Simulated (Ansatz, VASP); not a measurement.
**Two plane-wave programs on Mo**

```
CELL_PARAMETERS angstrom
-1.58164 1.58164 1.58164
1.58164 -1.58164 1.58164
1.58164 1.58164 -1.58164
ATOMIC_POSITIONS crystal
Mo 0.00000 0.00000 0.00000
```

Alike in both runs: functional PBE; k mesh 8 × 8 × 8; occupations gaussian, width 0.1 eV; no spin polarisation.

Ansatz relaxed the structure, and its values are those at the end. VASP's run is a single point on that final structure, the one shown.

```csv
,VASP,Ansatz
version,VASP 6.6.1,Ansatz 0.2.0
potentials or method,"VASP PAW PBE potentials, release 64 (Mo_sv), cutoff 500 eV","scalar-relativistic, plane waves, PAW"
valence electrons in the cell,14,14
```

```tsv
	VASP	Ansatz	Ansatz less VASP
gap on the k mesh at the Fermi level (eV)	none	none	-
pressure (GPa)	0.5	0.0	-0.51
```

A gap of «none» marks a metal or a gap that the smearing closes. With one functional, cell and mesh, what is left measures potentials, basis and numerics.
